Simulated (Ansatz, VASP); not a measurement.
AlNi: VASP beside Ansatz

Contents of INCAR:

```
SYSTEM = AlNi
ALGO = Fast
EDIFF = 1E-6
ENCUT = 520
GGA = PS
ISIF = 2
ISMEAR = 0
LASPH = .True.
LCHARG = .False.
LREAL = .False.
LWAVE = .False.
NBANDS = 14
NELM = 100
PREC = Accurate
SIGMA = 0.15
```

File KPOINTS:

```
k-points
0
Gamma
  20 20 20
  0 0 0
```

File POSCAR:

```
AlNi
1.0
    2.0213280872     -2.0213497884      0.0000000000
    2.0213280872      2.0213497884      0.0000000000
    0.0000000000      0.0000000000      2.8694088111
Al Ni
1 1
Direct
    0.0000000000      0.0000000000     -0.0522755766
    0.5000000000      0.5000000000      0.5000000000
```

Input for Ansatz:

```yaml
crystal:
  lattice:
    - [2.0213280872, -2.0213497884, 0.0]
    - [2.0213280872, 2.0213497884, 0.0]
    - [0.0, 0.0, 2.8694088111]
  atoms:
    - { symbol: Al, position: [0.0, 0.0, -0.0522755766] }
    - { symbol: Ni, position: [0.5, 0.5, 0.5] }
basis:
  ecutwfc: 420
kpoints:
  mp_grid: { grid: [20, 20, 20] }
hamiltonian:
  xc: pbesol
scf:
  occupations: { method: gaussian, width: 0.15 }
output:
  forces: true
  stress: true
  eigenvalues: true
```

Change from the starting cell: all Al atoms moved -0.150 Å, as atom 1 along Cartesian [0 0 1].

Alike in both runs: task single point; functional PBEsol; k mesh 20 × 20 × 20; occupations gaussian, width 0.15 eV; no spin polarisation.

|  | VASP | Ansatz |
| --- | --- | --- |
| version | VASP 6.6.1 | Ansatz 0.2.0 |
| potentials or method | VASP PAW PBE potentials, release 64 (Al, Ni), cutoff 520 eV | scalar-relativistic, plane waves, PAW |
| valence electrons in the cell | 13 | 21 |

|  | VASP | Ansatz | Ansatz less VASP |
| --- | --- | --- | --- |
| gap on the k mesh at the Fermi level (eV) | none | none | - |
| pressure (GPa) | 1.9 | 1.6 | -0.28 |
| traceless stress, the component that is largest in VASP (GPa) | -1.03 | -1.01 | +0.017 |
| rms of the force components (eV/Å) | 0.542 | 0.539 | -0.0033 |

VASP's potentials were made for PBE, not for PBEsol. Atom by atom the forces differ by 0.003 eV/Å (rms over components). A gap of «none» marks a metal or a gap that the smearing closes. VASP's potentials hold 13 valence electrons a cell and Ansatz's 21, so a difference there can come from the potentials and not from the codes. Ansatz's warnings: near symmetry operations not taken.
